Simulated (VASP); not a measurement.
Input of a VASP 6.6.1 run:

Contents of POSCAR:

```
Be12H
1.0
    4.5800000000      0.0000000000      0.0000000000
    2.2900000000      3.9663960000      0.0000000000
    0.0000000000      0.0000000000     14.5884300000
Be H
12 1
Direct
    0.0000000000      0.0000000000      0.0685475000
    0.5000000000      0.0000000000      0.0685475000
    0.0000000000      0.5000000000      0.0685475000
    0.5000000000      0.5000000000      0.0685475000
   -0.1650645899      0.3323037295      0.1924902263
    0.3322381597      0.3371894633      0.1938387649
   -0.1600013380      0.8296042826      0.1937608869
    0.3319685364      0.8296975105      0.1937760028
    0.0038977768     -0.0068531706      0.3215890093
    0.5007349188     -0.0006064429      0.3125231786
    0.0040004810      0.5020411573      0.3215923341
    0.4953375156      0.5018945169      0.3216479365
    0.1675440056      0.6656486163      0.3812343800
```

INCAR.step1

```
SYSTEM = Be12H
ALGO = Normal
EDIFF = 1E-4
ENCUT = 520
GGA = PE
ISMEAR = -1
LASPH = .TRUE.
LCHARG = .FALSE.
LREAL = .FALSE.
LWAVE = .TRUE.
NBANDS = 24
NELM = 100
PREC = Accurate
SIGMA = 0.05
```

Contents of INCAR.step2:

```
SYSTEM = Be12H
ALGO = Normal
EDIFF = 1E-6
ENCUT = 520
ISIF = 2
ISMEAR = -1
ISTART = 1
IVDW = 12
LASPH = .TRUE.
LCHARG = .TRUE.
LELF = .TRUE.
LMIXTAU = .TRUE.
LREAL = .FALSE.
LVHAR = .TRUE.
LWAVE = .FALSE.
METAGGA = R2SCAN
NBANDS = 24
NELM = 100
PREC = Accurate
SIGMA = 0.05
VDW_A1 = 0.49484001
VDW_A2 = 5.73083694
VDW_S6 = 1.0
VDW_S8 = 0.78981345
```

The input KPOINTS:

```
k-points
0
G
  6 6 1
  0 0 0
```

Potentials or basis: VASP PAW PBE potentials, release 64 (Be, H).

Run with:

```sh
$ cat potpaw_PBE.64/Be/POTCAR potpaw_PBE.64/H/POTCAR > POTCAR
$ cp INCAR.step1 INCAR
$ mpirun -np 1 vasp_std > vasp.out
$ cp INCAR.step2 INCAR
$ mpirun -np 1 vasp_std > vasp.out
```

(1) Estimate the dispersion energy per atom.

(2) What does it give for the band gap on the k mesh?

(3) Predict the largest force.

Results:

(1) -0.088 eV.

(2) zero (an odd number of electrons rules out a gap without spin polarisation).

(3) 0.115 eV/Å.

Caveat: the PAW data sets were made with another functional, which shifts forces and pressure a little.
